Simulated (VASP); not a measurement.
# BaO (Fm-3m) in VASP: relaxation of cell and atoms with PBE

Aim: the relaxation of cell and atoms of BaO with PBE.

Everything below comes from runs of VASP 6.6.1. Logs are shortened: lines on timing, memory, paths and dates and some standing lists are left out, and cuts for length are marked.

## 1. The cell of the first run

Symmetry: Fm-3m, No. 225, cubic system. Conventional cell: a = 5.581 Å, b = 5.581 Å, c = 5.581 Å, α = 90.00°, β = 90.00°, γ = 90.00°. Within 3.7 Å of Ba (site symmetry m-3m) lie 6 O at 2.79 Å. Within 3.7 Å of O (site symmetry m-3m) lie 6 Ba at 2.79 Å.

## 2. Relaxation of cell and atoms, PBE

INCAR

```
  ALGO = Normal
  EDIFF = 1E-7
  EDIFFG = -0.002
  ENCUT = 1340
  GGA = PE
  GGA_COMPAT = F
  IBRION = 2
  ISIF = 3
  ISMEAR = 0
  LASPH = T
  LCHARG = F
  LREAL = F
  LWAVE = F
  NELM = 120
  NELMIN = 4
  NSW = 100
  PREC = Accurate
  SIGMA = 0.02
```

KPOINTS

```
k-points
0
Gamma
  8 8 8
```

POSCAR

```
BaO
1.0
    0.0000000000      2.7903917100      2.7903917100
    2.7903917100      0.0000000000      2.7903917100
    2.7903917100      2.7903917100      0.0000000000
Ba O
1 1
Direct
    0.0000000000      0.0000000000      0.0000000000
    0.5000000000      0.5000000000      0.5000000000
```

Potentials or basis: VASP PAW PBE potentials, release 64 (Ba_sv, O_h).

The run is started by

```bash
$ cat potpaw_PBE.64/Ba_sv/POTCAR potpaw_PBE.64/O_h/POTCAR > POTCAR
$ mpirun -np 1 vasp_std > vasp.out
```

OUTCAR:

```text
EDIFF = 1E-7
   EDIFFG = -0.002
   ENCUT = 1340
   GGA = PE
   IBRION = 2
   ISIF = 3
   ISMEAR = 0
   LASPH = T
   LREAL = F
   NELM = 120
   NELMIN = 4
   NSW = 100
   PREC = Accurate

 ion  position               nearest neighbor table
   1  0.000  0.000  0.000-   2 2.79   2 2.79   2 2.79   2 2.79   2 2.79   2 2.79
   2  0.500  0.500  0.500-   1 2.79   1 2.79   1 2.79   1 2.79   1 2.79   1 2.79

  LATTYP: Found a face centered cubic cell.
 ALAT       =     5.5807834200

  Lattice vectors:

 A1 = (   0.0000000000,   2.7903917100,   2.7903917100)
 A2 = (   2.7903917100,   0.0000000000,   2.7903917100)
 A3 = (   2.7903917100,   2.7903917100,   0.0000000000)

Analysis of symmetry for initial positions (statically):
=====================================================================
 Subroutine PRICEL returns:
 Original cell was already a primitive cell.

 Routine SETGRP: Setting up the symmetry group for a
 face centered cubic supercell.

 Subroutine GETGRP returns: Found 48 space group operations
 (whereof 48 operations were pure point group operations)
 out of a pool of 48 trial point group operations.

The static configuration has the point symmetry O_h .

Analysis of symmetry for dynamics (positions and initial velocities):
=====================================================================
 Subroutine PRICEL returns:
 Original cell was already a primitive cell.

 Routine SETGRP: Setting up the symmetry group for a
 face centered cubic supercell.

 Subroutine GETGRP returns: Found 48 space group operations
 (whereof 48 operations were pure point group operations)
 out of a pool of 48 trial point group operations.

The dynamic configuration has the point symmetry O_h .

 Subroutine INISYM returns: Found 48 space group operations
 (whereof 48 operations are pure point group operations),
 and found     1 'primitive' translations

----------------------------------------------------------------------------------------

                                     Primitive cell

  volume of cell :      43.4536

  direct lattice vectors                    reciprocal lattice vectors
     0.000000000  2.790391710  2.790391710    -0.179186312  0.179186312  0.179186312
     2.790391710  0.000000000  2.790391710     0.179186312 -0.179186312  0.179186312
     2.790391710  2.790391710  0.000000000     0.179186312  0.179186312 -0.179186312

  length of vectors
     3.946209801  3.946209801  3.946209801     0.310359797  0.310359797  0.310359797

  position of ions in fractional coordinates (direct lattice)
     0.000000000  0.000000000  0.000000000
     0.500000000  0.500000000  0.500000000

  ion indices of the primitive-cell ions
   primitive index   ion index
                 1           1
                 2           2

----------------------------------------------------------------------------------------

 KPOINTS: k-points

Automatic generation of k-mesh.
 Grid dimensions read from file:
 generate k-points for:    8    8    8

 Generating k-lattice:

  Cartesian coordinates                     Fractional coordinates (reciprocal lattice)
    -0.022398289  0.022398289  0.022398289     0.125000000  0.000000000  0.000000000
     0.022398289 -0.022398289  0.022398289     0.000000000  0.125000000  0.000000000
     0.022398289  0.022398289 -0.022398289     0.000000000  0.000000000  0.125000000

  Length of vectors
     0.038794975  0.038794975  0.038794975

  Shift w.r.t. Gamma in fractional coordinates (k-lattice)
     0.000000000  0.000000000  0.000000000

 Subroutine IBZKPT returns following result:
 ===========================================

 Found     29 irreducible k-points:

 Following reciprocal coordinates:
            Coordinates               Weight
  0.000000  0.000000  0.000000      1.000000
  0.125000  0.000000  0.000000      8.000000
  0.250000  0.000000  0.000000      8.000000
  0.375000  0.000000  0.000000      8.000000
  0.500000  0.000000  0.000000      4.000000
  0.125000  0.125000  0.000000      6.000000
[... 16 lines left out ...]
  0.500000  0.250000  0.125000     48.000000
 -0.375000  0.250000  0.125000     24.000000
 [... further k-points ...]
   k-points           NKPTS =     29   k-points in BZ     NKDIM =     29   number of bands    NBANDS=     12
   number of dos      NEDOS =    301   number of ions     NIONS =      2
   total plane-waves  NPLWV = 110592
   dimension x,y,z NGX =    48 NGY =   48 NGZ =   48
   dimension x,y,z NGXF=    96 NGYF=   96 NGZF=   96
   ions per type =               1   1
   NGX,Y,Z   is equivalent  to a cutoff of  20.22, 20.22, 20.22 a.u.
   NGXF,Y,Z  is equivalent  to a cutoff of  40.44, 40.44, 40.44 a.u.
 SYSTEM =  unknown system
   PREC   = accura    normal or accurate (medium, high low for compatibility)
   ISTART =      0    job   : 0-new  1-cont  2-samecut
   ICHARG =      2    charge: 1-file 2-atom 10-const
   ISPIN  =      1    spin polarized calculation?
   LNONCOLLINEAR =      F non collinear calculations
   LSORBIT =      F    spin-orbit coupling
   LASPH  =      T    aspherical Exc in radial PAW
   ENCUT  = 1340.0 eV  98.49 Ry    9.92 a.u.  11.78 11.78 11.78*2*pi/ulx,y,z
   NELM   =    120;   NELMIN=  4; NELMDL= -5     # of ELM steps
   EDIFF  = 0.1E-06   stopping-criterion for ELM
   LREAL  =      F    real-space projection
   EDIFFG = -.2E-02   stopping-criterion for IOM
   NSW    =    100    number of steps for IOM
   IBRION =      2    ionic relax: 0-MD 1-quasi-New 2-CG
   NFREE  =      1    steps in history (QN), initial steepest desc. (CG)
   ISIF   =      3    stress and relaxation
   ISYM   =      2    0-nonsym 1-usesym 2-fastsym
   POTIM  = 0.5000    time-step for ionic-motion
   TEBEG  =    0.0;   TEEND  =   0.0 temperature during run
   PSTRESS=    0.0 pullay stress
   NELECT =      16.0000    total number of electrons
   NUPDOWN=      -1.0000    fix difference up-down
   EMIN   =  10.00;   EMAX   =-10.00  energy-range for DOS
   EFERMI =   0.00;   METHOD = LEGACY
   ISMEAR =     0;   SIGMA  =   0.02  broadening in eV -4-tet -1-fermi 0-gaus
   EFERMI_NEDOS =   21; number of points for ismear=-14 and -15
   IALGO  =     38    algorithm
   IMIX   =      4    mixing-type and parameters
     AMIX     =   0.40;   BMIX     =  1.00
     AMIX_MAG =   1.60;   BMIX_MAG =  1.00
  volume/ion in A,a.u.               =      21.73       146.62
  Fermi-wavevector in a.u.,A,eV,Ry     =   1.173383  2.217372 18.732866  1.376827
  Thomas-Fermi vector in A             =   2.309797
   LORBIT       =      0    0 simple, 1 ext, 2 COOP (PROOUT), +10 PAW based schemes
   GGA     = PE    functional components
   LHFCALC =     F    Hartree Fock is set to
   AEXX    =    0.0000 exact exchange contribution
   IVDW    =     0    specifies the selected vdW correction
   LEPSILON=     F    determine dielectric tensor
   LRPA    =     F    only Hartree local field effects (RPA)
 conjugate gradient relaxation of ions
 non-spin polarized calculation
 Gauss-broadening in eV      SIGMA  =   0.02
  energy-cutoff  :     1340.00
  volume of cell :       43.45
 maximum number of plane-waves:      4909
   NGX = 23   NGY = 23   NGZ = 23

--------------------------------------- Ionic step        1  -------------------------------------------

 number of electron      15.9999999 magnetization

 Free energy of the ion-electron system (eV)
  ---------------------------------------------------
  ext. energy  EPLUGINS =         0.00000000
  ---------------------------------------------------
  free energy    TOTEN  =       -11.81344573 eV

  energy without entropy =      -11.81344573  energy(sigma->0) =      -11.81344573

------------------------ aborting loop because EDIFF is reached ----------------------------------------

  FORCE on cell =-STRESS in cart. coord.  units (eV):
  Direction    XX          YY          ZZ          XY          YZ          ZX
  --------------------------------------------------------------------------------------
  -------------------------------------------------------------------------------------
  Total        0.3679168      0.3679168      0.3679168     -0.0000000     -0.0000000      0.0000000
  in kB       13.5654643     13.5654643     13.5654643     -0.0000000     -0.0000000      0.0000000
  external PRESSURE =      13.5654643 kB  Pullay stress =       0.0000000 kB
[... 93 lines left out ...]
  energy  without entropy=      -11.8162429017  energy(sigma->0) =      -11.81624290

--------------------------------------- Ionic step        4  -------------------------------------------

 number of electron      15.9999999 magnetization

 Free energy of the ion-electron system (eV)
  ---------------------------------------------------
  ext. energy  EPLUGINS =         0.00000000
  ---------------------------------------------------
  free energy    TOTEN  =       -11.81624853 eV

  energy without entropy =      -11.81624853  energy(sigma->0) =      -11.81624853

 E-fermi :   1.9271     XC(G=0):  -9.4393

 val. band max:        1.7797833959   @ k =   0.5000   0.5000   0.0000
 cond. band min:       3.8830913001   @ k =   0.5000   0.5000   0.0000
 fundamental gap:      2.1033079042
 Fermi energy:         1.9270713102

 k-point     1 :       0.0000    0.0000    0.0000
  band No.  band energies     occupation
      1     -24.1356      2.00000
      2     -13.1178      2.00000
      3      -8.7232      2.00000
      4      -8.7232      2.00000
      5      -8.7232      2.00000
      6       1.5372      2.00000
      7       1.5372      2.00000
      8       1.5372      2.00000
      9       5.1652      0.00000
     10       6.4823      0.00000
     11       6.4823      0.00000
     12       6.4823      0.00000
[... 331 lines left out ...]
 k-point    24 :      -0.3750    0.2500    0.1250
  band No.  band energies     occupation
      1     -23.8888      2.00000
      2     -13.5997      2.00000
      3      -9.2785      2.00000
      4      -9.2736      2.00000
      5      -8.8289      2.00000
      6       0.3941      2.00000
      7       0.9495      2.00000
      8       1.0209      2.00000
      9       6.6058      0.00000
     10       7.1967      0.00000
     11       9.4044      0.00000
     12       9.4971      0.00000

 [... further k-points ...]

------------------------ aborting loop because EDIFF is reached ----------------------------------------

  FORCE on cell =-STRESS in cart. coord.  units (eV):
  Direction    XX          YY          ZZ          XY          YZ          ZX
  --------------------------------------------------------------------------------------
  -------------------------------------------------------------------------------------
  Total       -0.0003789     -0.0003789     -0.0003789     -0.0000000      0.0000000      0.0000000
  in kB       -0.0137315     -0.0137315     -0.0137315     -0.0000000      0.0000000      0.0000000
  external PRESSURE =      -0.0137315 kB  Pullay stress =       0.0000000 kB
[... 17 lines left out ...]
  FREE ENERGIE OF THE ION-ELECTRON SYSTEM (eV)
  ---------------------------------------------------
  free  energy   TOTEN  =       -11.8162485289 eV

  energy  without entropy=      -11.8162485289  energy(sigma->0) =      -11.81624853

 reached required accuracy - stopping structural energy minimisation
```

It took 2.8 min on 1 thread of Intel Xeon Platinum 8259CL at 2.50GHz (Skylake/Cascade Lake), shared host; peak memory 0.4 GiB.

Results:

* Free energy: -11.8162 eV
* Relaxed volume: 22.10 Å³/atom
* Relaxed cell: a = 3.969 Å, b = 3.969 Å, c = 3.969 Å, α = 60.00°, β = 60.00°, γ = 60.00°
* Space group after relaxing (to 0.1 Å): Fm-3m (No. 225)
* Energy gained by relaxing: 1.4 meV/atom
* Ionic steps: 4
* Pressure after relaxing: 0.0 GPa
* Band gap on the k mesh: 2.10 eV

Step by step:
| step | energy change (eV) | largest force (eV/Å) | pressure (GPa) | volume (Å³) |
| --- | --- | --- | --- | --- |
| 1 | 0.0000 | 0.0000 | 1.36 | 43.45 |
| 2 | -0.0019 | 0.0000 | -0.63 | 44.62 |
| 3 | -0.0028 | 0.0000 | 0.05 | 44.17 |
| 4 | -0.0028 | 0.0000 | 0.00 | 44.20 |

Final structure:
```
CELL_PARAMETERS angstrom
0.00000 2.80637 2.80637
2.80637 0.00000 2.80637
2.80637 2.80637 0.00000
ATOMIC_POSITIONS crystal
Ba 0.00000 0.00000 0.00000
O 0.50000 0.50000 0.50000
```

Levels at points of the mesh, in eV from the valence-band top:
| k point | band 6 | band 7 | band 8 | band 9 | band 10 | band 11 |
| --- | --- | --- | --- | --- | --- | --- |
| (0.00, 0.00, 0.00) | -0.24 | -0.24 | -0.24 | 3.39 | 4.70 | 4.70 |
| (0.50, 0.00, 0.00) | -1.84 | -1.30 | -1.30 | 4.88 | 7.04 | 7.04 |
| (0.50, 0.50, 0.00) | -0.10 | -0.10 | 0.00 | 2.10 | 5.82 | 8.71 |

Caveat: spin-orbit coupling is left out, which moves the levels of the heavy elements. A k mesh can miss the band edges.
